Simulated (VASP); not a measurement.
Input of a VASP 6.6.1 run:

The input INCAR:

```
ALGO = Normal
EDIFF = 1E-6
ENCUT = 400
GGA = PE
GGA_COMPAT = False
ISIF = 2
ISMEAR = -1
ISYM = -1
LASPH = True
LCHARG = False
LREAL = Auto
LWAVE = False
NBANDS = 123
NELM = 120
PREC = Accurate
SIGMA = 0.0862
```

File KPOINTS:

```
explicit points
1
Reciprocal
  0.25000000   0.25000000   0.25000000 1
```

Contents of POSCAR:

```
Si5Ni19
1.0
    6.7405220000     -0.2054610000     -0.1773920000
   -0.2054610000      6.5498610000      0.0568880000
   -0.1773920000      0.0568880000      6.3235750000
Ni Si
19 5
Direct
    0.8365827940     -0.0210731679      0.9170731596
    0.6183516301      0.0677839012      0.1203595343
    0.7103821325      0.3023811874      0.4089804021
    0.2433470135      0.5292787222      0.3503244929
    0.1456535313      0.5536305885      0.8809717342
    0.9974106265      0.1198254302      0.2801130748
    0.1872014516      0.8796633706      0.5195611264
    0.5144786697      0.0917972785      0.7408396732
    0.3071225973      0.8638993413      0.1800926827
    0.4733019482      0.7579902136      0.8595583087
    0.6273399525      0.6433698301      0.2254066831
    0.4912561756      0.4376186691      0.6185932269
    0.8420745245      0.3136606964      0.7229909908
   -0.0667106845      0.6036751265      0.4689809463
    0.2423060363      0.2157729753     -0.0175530045
    0.8006729892      0.6302485265      0.8216289685
    0.8419793778     -0.0395078959      0.5290421844
    0.3916529957      0.1713108440      0.3738609215
    0.8587134706      0.3862420830      0.0765218030
    0.5024859201      0.4080690919      0.9637081473
    0.4928597554      0.7957525107      0.5201470069
    0.9717187761      0.7539390405      0.1455912285
    0.1207030352      0.9055827608      0.8187941095
    0.1282092075      0.2636362690      0.5903367237
```

Potentials or basis: VASP PAW PBE potentials, release 64 (Ni, Si).

Launch:

```console
$ cat potpaw_PBE.64/Ni/POTCAR potpaw_PBE.64/Si/POTCAR > POTCAR
$ mpirun -np 1 vasp_std > vasp.out
```

(1) Estimate the pressure.

(2) What does it give for the largest force?

Answers

(1) 2.2 GPa.

(2) 2.869 eV/Å.

Caveat: the atoms stand as in a frame of molecular dynamics.
